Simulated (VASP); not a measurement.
# Sb3Au (Im-3m) in VASP: notebook, part 2 of 2

VASP 6.6.1. Earlier steps stand in the parts before.

## Step 4: Single point, LDA (28.38 Å³/atom)

This run uses another cell than the first one, of 28.38 Å³/atom.

The input, INCAR:

```
SYSTEM = Sb3Au
PREC = Accurate
ENCUT = 520
EDIFF = 1E-6
ISMEAR = -1
SIGMA = 0.05
LREAL = .False.
LASPH = .True.
NELM = 80
ALGO = Normal
ISIF = 2
LWAVE = .False.
LCHARG = .False.
GGA = CA
NBANDS = 21
```

The input, KPOINTS:

```
Automatic mesh
0
Gamma
  10 10 10
  0 0 0
```

The input, POSCAR:

```
Sb3Au
1.0
   -3.0500997420      3.0500997420      3.0500997420
    3.0500997420     -3.0500997420      3.0500997420
    3.0500997420      3.0500997420     -3.0500997420
Sb Au
3 1
Direct
    0.0000000000      0.5000000000      0.5000000000
    0.5000000000      0.0000000000      0.5000000000
    0.5000000000      0.5000000000      0.0000000000
    0.0000000000      0.0000000000      0.0000000000
```

Command:

```
$ cat potpaw_LDA.64/Sb/POTCAR potpaw_LDA.64/Au/POTCAR > POTCAR
$ mpirun -np 1 vasp_std > vasp.out
```

Wall time 48 s (1 thread of Intel Xeon 6975P-C (Granite Rapids), shared host); peak memory 0.26 GiB.

It converged, with:

| Item | Value |
| --- | --- |
| Free energy | -18.3567 eV |
| Pressure | -8.1 GPa |
| Band gap on the k mesh | zero (bands 13 and 14 overlap by 2.66 eV) |

Levels at points of the mesh, in eV from the Fermi level:
```tsv
k point	band 10	band 11	band 12	band 13	band 14	band 15	band 16	band 17
(0.00, 0.00, 0.00)	-3.25	-3.25	-1.34	-1.34	-1.34	-1.07	3.85	3.85
(0.50, 0.00, 0.00)	-2.72	-1.96	-0.44	-0.10	0.08	0.93	2.44	4.58
(0.50, 0.50, 0.50)	-3.41	-3.41	-0.08	-0.08	-0.08	-0.05	5.82	5.82
```

Caveat: the cell stands under tension; spin-orbit coupling is left out, which moves the levels of the heavy elements.

## Step 5: Single point, LDA (29.22 Å³/atom)

This run uses another cell than the first one, of 29.22 Å³/atom.

The input, INCAR:

```
  PREC = Accurate
  ENCUT = 520
  EDIFF = 1E-6
  ISMEAR = -1
  SIGMA = 0.05
  LREAL = False
  LASPH = True
  NELM = 80
  ALGO = Normal
  ISIF = 2
  LWAVE = False
  LCHARG = False
  GGA = CA
  NBANDS = 21
```

The input, KPOINTS:

```
regular mesh
0
Gamma
  10 10 10
```

The input, POSCAR:

```
Sb3Au
1.0
   -3.0800045876      3.0800045876      3.0800045876
    3.0800045876     -3.0800045876      3.0800045876
    3.0800045876      3.0800045876     -3.0800045876
Sb Au
3 1
Direct
    0.0000000000      0.5000000000      0.5000000000
    0.5000000000      0.0000000000      0.5000000000
    0.5000000000      0.5000000000      0.0000000000
    0.0000000000      0.0000000000      0.0000000000
```

Potentials or basis: VASP PAW LDA potentials, release 64 (Sb, Au).

Command:

```
$ cat potpaw_LDA.64/Sb/POTCAR potpaw_LDA.64/Au/POTCAR > POTCAR
$ mpirun -np 1 vasp_std > vasp.out
```

OUTCAR:

```text
PREC = Accurate
   ENCUT = 520
   EDIFF = 1E-6
   ISMEAR = -1
   LREAL = False
   LASPH = True
   NELM = 80
   ISIF = 2
   GGA = CA

 ion  position               nearest neighbor table
   1  0.000  0.500  0.500-   2 3.08   3 3.08   4 3.08   4 3.08   3 3.08   2 3.08
   2  0.500  0.000  0.500-   1 3.08   3 3.08   4 3.08   3 3.08   4 3.08   1 3.08
   3  0.500  0.500  0.000-   1 3.08   2 3.08   4 3.08   2 3.08   1 3.08   4 3.08
   4  0.000  0.000  0.000-   1 3.08   2 3.08   3 3.08   1 3.08   2 3.08   3 3.08

  LATTYP: Found a body centered cubic cell.
 ALAT       =     6.1600091752

  Lattice vectors:

 A1 = (  -3.0800045876,   3.0800045876,   3.0800045876)
 A2 = (   3.0800045876,  -3.0800045876,   3.0800045876)
 A3 = (   3.0800045876,   3.0800045876,  -3.0800045876)

Analysis of symmetry for initial positions (statically):
=====================================================================
 Subroutine PRICEL returns:
 Original cell was already a primitive cell.

 Routine SETGRP: Setting up the symmetry group for a
 body centered cubic supercell.

 Subroutine GETGRP returns: Found 48 space group operations
 (whereof 48 operations were pure point group operations)
 out of a pool of 48 trial point group operations.

The static configuration has the point symmetry O_h .

Analysis of symmetry for dynamics (positions and initial velocities):
=====================================================================
 Subroutine PRICEL returns:
 Original cell was already a primitive cell.

 Routine SETGRP: Setting up the symmetry group for a
 body centered cubic supercell.

 Subroutine GETGRP returns: Found 48 space group operations
 (whereof 48 operations were pure point group operations)
 out of a pool of 48 trial point group operations.

The dynamic configuration has the point symmetry O_h .

 Subroutine INISYM returns: Found 48 space group operations
 (whereof 48 operations are pure point group operations),
 and found     1 'primitive' translations
[... 116 lines left out ...]
   IALGO  =     38    algorithm
   IMIX   =      4    mixing-type and parameters
     AMIX     =   0.40;   BMIX     =  1.00
     AMIX_MAG =   1.60;   BMIX_MAG =  1.00
  volume/ion in A,a.u.               =      29.22       197.17
  Fermi-wavevector in a.u.,A,eV,Ry     =   0.991961  1.874534 13.387950  0.983987
  Thomas-Fermi vector in A             =   2.123739
   LORBIT       =      0    0 simple, 1 ext, 2 COOP (PROOUT), +10 PAW based schemes
   GGA     = CA    functional components
   LHFCALC =     F    Hartree Fock is set to
   AEXX    =    0.0000 exact exchange contribution
   IVDW    =     0    specifies the selected vdW correction
   LEPSILON=     F    determine dielectric tensor
   LRPA    =     F    only Hartree local field effects (RPA)
 non-spin polarized calculation
  energy-cutoff  :      520.00
  volume of cell :      116.87
 maximum number of plane-waves:      3252
   NGX = 19   NGY = 19   NGZ = 19

 number of electron      26.0000003 magnetization

 Free energy of the ion-electron system (eV)
  ---------------------------------------------------
  ext. energy  EPLUGINS =         0.00000000
  ---------------------------------------------------
  free energy    TOTEN  =       -18.17463691 eV

  energy without entropy =      -18.15648255  energy(sigma->0) =      -18.16555973

 E-fermi :   6.0635     XC(G=0):  -9.9278

 val. band max:        6.0500161632   @ k =   0.4000   0.1000   0.1000
 cond. band min:       6.0712886506   @ k =   0.2000   0.1000   0.0000
 fundamental gap:      0.0212724874
 Fermi energy:         6.0635402678

 k-point     1 :       0.0000    0.0000    0.0000
  band No.  band energies     occupation
      1      -5.5353      2.00000
      2      -1.3535      2.00000
      3      -1.3535      2.00000
      4       2.4016      2.00000
      5       2.4016      2.00000
      6       2.4016      2.00000
[... 565 lines left out ...]
     20      12.0368      0.00000
     21      12.3486      0.00000

 [... further k-points ...]

------------------------ aborting loop because EDIFF is reached ----------------------------------------

  FORCE on cell =-STRESS in cart. coord.  units (eV):
  Direction    XX          YY          ZZ          XY          YZ          ZX
  --------------------------------------------------------------------------------------
  -------------------------------------------------------------------------------------
  Total       -6.6892163     -6.6892163     -6.6892163      0.0000000     -0.0000000      0.0000000
  in kB      -91.7005074    -91.7005074    -91.7005074      0.0000000     -0.0000000      0.0000000
  external PRESSURE =     -91.7005074 kB  Pullay stress =       0.0000000 kB

 VOLUME and BASIS-vectors are now :
 -----------------------------------------------------------------------------
  energy-cutoff  :      520.00
  volume of cell :      116.87
      direct lattice vectors                 reciprocal lattice vectors
    -3.080004588  3.080004588  3.080004588     0.000000000  0.162337421  0.162337421
     3.080004588 -3.080004588  3.080004588     0.162337421  0.000000000  0.162337421
     3.080004588  3.080004588 -3.080004588     0.162337421  0.162337421  0.000000000

 POSITION                                       TOTAL-FORCE (eV/Angst)
 -----------------------------------------------------------------------------------
      3.08000      0.00000      0.00000         0.000000     -0.000000     -0.000000
      0.00000      3.08000      0.00000         0.000000      0.000000      0.000000
      0.00000      0.00000      3.08000        -0.000000     -0.000000      0.000000
      0.00000      0.00000      0.00000         0.000000      0.000000      0.000000
 -----------------------------------------------------------------------------------
    total drift:                               -0.000000      0.000000      0.000000

  FREE ENERGIE OF THE ION-ELECTRON SYSTEM (eV)
  ---------------------------------------------------
  free  energy   TOTEN  =       -18.1746369099 eV

  energy  without entropy=      -18.1564825509  energy(sigma->0) =      -18.16555973
```

stdout:

```text
POSCAR found type information on POSCAR SbAu
 POSCAR found :  2 types and       4 ions
 scaLAPACK will be used
 LDA part: xc-table for (Slater(with rela. corr.)+CA(PZ))
 , standard interpolation
 POSCAR, INCAR and KPOINTS ok, starting setup
 FFT: planning ... GRIDC
 FFT: planning ... GRID_SOFT
 FFT: planning ... GRID
 WAVECAR not read
 entering main loop
```

It took 50 s on 1 thread of Intel Xeon 6975P-C (Granite Rapids), shared host; peak memory 0.27 GiB.

Results:

- Free energy: -18.1746 eV
- Pressure: -9.2 GPa
- Band gap on the k mesh: zero (bands 13 and 14 overlap by 2.53 eV)

Caveat: the cell stands under tension; spin-orbit coupling is left out, which moves the levels of the heavy elements.

## Step 6: Summary

| cell | gap on the mesh (eV) | pressure (GPa) |
| --- | --- | --- |
| a = 5.158 Å, angles 109.5°, 4 atoms | none | -4.6 |
| a = 5.230 Å, angles 109.5°, 4 atoms | none | -6.8 |
| a = 5.283 Å, angles 109.5°, 4 atoms | none | -8.1 |
| a = 5.335 Å, angles 109.5°, 4 atoms | none | -9.2 |

Alike in all rows: task single point; level LDA; potentials or basis VASP PAW LDA potentials, release 64 (Sb, Au); no spin polarisation; k mesh 10 × 10 × 10; cutoff (eV) 520; smearing fermi-dirac 0.05 eV.

Caveats: the cell stands under tension; spin-orbit coupling is left out, which moves the levels of the heavy elements.

Absolute energies hang on the potentials; compare differences alone.

The gap in the log of VASP goes by the Fermi energy; the results here count the filled bands.